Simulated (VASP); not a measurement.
Set up this calculation in VASP 6.6.1, as the native input.

* Task: single point
* Functional: PBE
* Potentials or basis: VASP PAW PBE potentials, release 64 (As, F)
* Cutoff: 520 eV
* k mesh: 4 × 4 × 4
* Occupations: gaussian, width 0.1 eV
* Spin: no spin polarisation
* Dipole correction: no
* Further INCAR settings: ALGO = Normal; EDIFF = 1e-07; NBANDS = 26

The structure of As2F lies in POSCAR:

```
As2F
1.0
   -3.1679498847      3.1679498847      2.6370051500
    3.1679498847     -3.1679498847      2.6370051500
    3.1679498847      3.1679498847     -2.6370051500
As F
4 2
Direct
    0.6670000000      0.1670000000      0.8340000000
    0.1670000000      0.3330000000      0.5000000000
    0.3330000000      0.8330000000      0.1660000000
    0.8330000000      0.6670000000      0.5000000000
    0.2500000000      0.2500000000      0.0000000000
    0.7500000000      0.7500000000      0.0000000000
```

One way to write it, as run:

INCAR

```
SYSTEM = As2F
  PREC = Accurate
  ENCUT = 520
  EDIFF = 1E-7
  ISMEAR = 0
  SIGMA = 0.1
  LREAL = .FALSE.
  LASPH = .TRUE.
  NELM = 80
  ALGO = Normal
  ISIF = 2
  LWAVE = .FALSE.
  LCHARG = .FALSE.
  GGA = PE
  NBANDS = 26
```

KPOINTS

```
Automatic mesh
0
G
  4 4 4
  0 0 0
```

Potentials or basis: VASP PAW PBE potentials, release 64 (As, F).

The run is started by

```bash
$ cat potpaw_PBE.64/As/POTCAR potpaw_PBE.64/F/POTCAR > POTCAR
$ mpirun -np 1 vasp_std > vasp.out
```

Results of the run:

```json
{"Pressure": "-5.9 GPa", "Largest force": "0.210 eV/Å", "Band gap on the k mesh": "zero (bands 17 and 18 overlap by 1.77 eV)"}
```

Caveat: the k points lie up to 0.39 Å⁻¹ apart, too coarse for converged energies and pressures of a metal.

It took 24 s on 1 thread of Intel(R) Xeon(R) 6975P-C (Granite Rapids), on a shared host, peak memory 0.23 GiB.
